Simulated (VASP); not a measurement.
Here is a VASP 6.6.1 calculation.

The input INCAR:

```
PREC = Accurate
ENCUT = 520
EDIFF = 1E-6
ISMEAR = 0
SIGMA = 0.1
LREAL = False
LASPH = True
NELM = 60
ALGO = Normal
ISIF = 2
LWAVE = False
LCHARG = True
GGA = PE
LELF = True
LVHAR = True
NBANDS = 35
```

Contents of KPOINTS:

```
Automatic mesh
0
Gamma
  6 6 2
```

File POSCAR:

```
Sn2SeS3
1.0
    4.1667593834      0.0000000000      0.0000000000
   -2.0833796917      3.6085194775      0.0000000000
    0.0000000000      0.0000000000      8.9374997500
Sn Se S
2 1 3
Direct
    0.6666666667      0.3333333333      0.7983305668
    0.3333333333      0.6666666667      0.2016694332
    0.0000000000      0.0000000000      0.0000000000
    0.6666666667      0.3333333333      0.3431678370
    0.3333333333      0.6666666667      0.6568321630
    0.0000000000      0.0000000000      0.5000000000
```

Potentials or basis: VASP PAW PBE potentials, release 64 (Sn_d, Se, S).

The run is started by

```sh
$ cat potpaw_PBE.64/Sn_d/POTCAR potpaw_PBE.64/Se/POTCAR potpaw_PBE.64/S/POTCAR > POTCAR
$ mpirun -np 1 vasp_std > vasp.out
```

**Question.** What does it give for the largest force?

**Answer.** 0.031 eV/Å.

**Question.** Predict the pressure.

**Answer.** 0.0 GPa.

Forces on the atoms (eV/Å):
```
Sn   0.000  0.000 -0.031
Sn   0.000  0.000  0.031
Se   0.000  0.000  0.000
S    0.000  0.000  0.023
S    0.000  0.000 -0.023
S    0.000  0.000  0.000
```
